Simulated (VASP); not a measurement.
## Li2V: single point with PBE

Li2V:

```
Li V
1.0
    -1.23277    1.23277    7.40908
     1.23277   -1.23277    7.40908
     1.23277    1.23277   -7.40908
Li V
2 1
Direct
  0.66248 0.66248 0.00000
  0.33752 0.33752 0.00000
  0.00000 0.00000 0.00000
```

```yaml
Program: VASP 6.6.1
Task: single point
Functional: PBE
Potentials_or_basis: VASP PAW PBE potentials, release 64 (Li_sv, V_sv)
Cutoff: 520 eV
k_mesh: 6 × 6 × 6
Occupations: gaussian, width 0.1 eV
Spin: collinear spin, ferromagnetic start
Starting_moments: "[0.0, 0.0, 2.4] μB"
Dipole_correction: no
Further_INCAR_settings: ALGO = Normal; EDIFF = 1e-06; NBANDS = 20
```

```
Net moment                                            : 0.41 μB per cell
Site moments                                          : Li +0.00; V +0.32 μB
Valence electrons inside the program's atomic spheres : Li 2.11; V 11.57
```

Levels at points of the mesh, in eV from the Fermi level:
Spin up:
```tsv
k point	band 6	band 7	band 8	band 9	band 10	band 11	band 12	band 13	band 14	band 15
(0.00, 0.00, 0.00)	-37.34	-5.16	-2.80	-1.98	-1.91	-0.99	2.28	2.28	3.35	5.66
(0.50, 0.00, 0.00)	-37.25	-1.82	-1.62	-0.63	0.27	0.97	1.56	2.44	2.59	5.32
(0.50, 0.50, 0.00)	-37.68	-2.87	-0.46	-0.45	1.55	4.39	4.41	5.23	5.44	7.16
(0.50, 0.50, 0.50)	-37.34	-5.10	-3.25	-1.91	-1.63	-0.70	2.28	2.28	3.35	4.25
```
Spin down:
```
           k point  band 7  band 8  band 9  band 10  band 11  band 12
(0.00, 0.00, 0.00)   -5.05   -2.65   -1.91    -1.54    -0.70     2.50
(0.50, 0.00, 0.00)   -1.66   -1.35   -0.37     0.35     1.05     1.74
(0.50, 0.50, 0.00)   -2.74   -0.26   -0.25     1.94     4.46     4.80
(0.50, 0.50, 0.50)   -4.98   -3.16   -1.54    -1.33    -0.61     2.50
```

Wall time 5.5 min on 1 thread of Intel(R) Xeon(R) Platinum 8559C (Emerald Rapids), with other jobs on the host, peak memory 0.63 GiB.

Caveat: the k points lie up to 0.60 Å⁻¹ apart.
